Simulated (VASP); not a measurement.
Input of a VASP 6.6.1 run:

Contents of INCAR:

```
PREC = Accurate ; ENCUT = 700
EDIFF = 1E-7 ; ISMEAR = 0
SIGMA = 0.1 ; LREAL = False
LASPH = True ; NELM = 120
ALGO = Normal ; ISIF = 3
LWAVE = False ; LCHARG = False
GGA = PE ; IBRION = 2
NSW = 90 ; EDIFFG = -0.04
GGA_COMPAT = False ; NELMIN = 4
```

Contents of KPOINTS:

```
regular mesh
0
Gamma
  6 6 4
```

File POSCAR:

```
Zn2SbO3
1.0
    3.3229925400      0.0000000000      0.0000000000
    0.0000000000      3.3229925400      0.0000000000
    0.0000000000      0.0000000000      7.2827730400
Zn Sb O
2 1 3
Direct
    0.0000000000      0.5000000000      0.7340000300
    0.5000000000      0.0000000000      0.2659999700
    0.0000000000      0.0000000000      0.0000000000
    0.5000000000      0.5000000000      0.0000000000
    0.0000000000      0.5000000000      0.3820000000
    0.5000000000      0.0000000000      0.6180000000
```

Potentials or basis: VASP PAW PBE potentials, release 64 (Zn, Sb_d_GW, O).

Launch:

```bash
$ cat potpaw_PBE.64/Zn/POTCAR potpaw_PBE.64/Sb_d_GW/POTCAR potpaw_PBE.64/O/POTCAR > POTCAR
$ mpirun -np 1 vasp_std > vasp.out
```

(1) Estimate the relaxed volume.

(2) Predict the space group after relaxing (to 0.1 Å).

## Answers

(1) 14.14 Å³/atom.

(2) P-4m2 (No. 115).

Caveat: a cell axis changed by over 15 % at a fixed basis, so the end point is rough; an odd number of electrons without spin polarisation forces a metal; a magnetic or distorted state may lie lower.
